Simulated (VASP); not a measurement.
Here is a VASP 6.6.1 calculation.

Contents of INCAR:

```
PREC = Accurate
ENCUT = 520
EDIFF = 1E-6
ISMEAR = -1
SIGMA = 0.05
LREAL = Auto
LASPH = T
NELM = 120
ALGO = Normal
ISIF = 2
LWAVE = F
LCHARG = F
GGA = PE
NBANDS = 46
ISYM = -1
GGA_COMPAT = F
```

KPOINTS

```
explicit points
1
Reciprocal
  0.25000000   0.25000000   0.25000000 1
```

File POSCAR:

```
SiC
1.0
    5.8188710000      0.1233160000     -0.1634130000
    0.1233160000      5.8466490000     -0.1286390000
   -0.1634130000     -0.1286390000      5.4181290000
Si C
8 8
Direct
    0.4277631517      0.1576431155      0.7012570414
    0.8935063861      0.9781765583      0.6915681065
    0.5648627524      0.4701116676      0.0930940573
    1.0425755561      0.6654125329      0.1334880366
    0.6466944392      0.4538140162      0.5527408926
    0.2280282615      0.2545541054      0.1312357768
    0.3527123557      0.8793420931      0.3249842283
    0.4320997066      0.7164878791      0.7363237371
    0.0834512394      0.2321971492      0.7545153736
    0.9969921917      0.4505591795      0.6254282553
    0.6318763893      0.9297752570      0.1826743468
    0.0682969213      0.6818332329      0.7603735441
    0.7958523181      0.2927190672      0.2563683336
   -0.0078239930      0.4372114092      0.3363585282
    0.6231215166      0.9606367488      0.9014742002
    0.7875805617      0.0679081306      0.3422545931
```

Potentials or basis: VASP PAW PBE potentials, release 64 (Si, C).

The run is started by

```sh
$ cat potpaw_PBE.64/Si/POTCAR potpaw_PBE.64/C/POTCAR > POTCAR
$ mpirun -np 1 vasp_std > vasp.out
```

Problem. Predict the pressure.

Solution. -3.5 GPa.

Problem. Estimate the largest force.

Solution. 2.192 eV/Å.

Stress tensor (GPa, compression positive):
```
 -5.93   1.57  -1.10
  1.57   5.37   4.35
 -1.10   4.35 -10.02
```

Caveat: the atoms stand as in a frame of molecular dynamics.
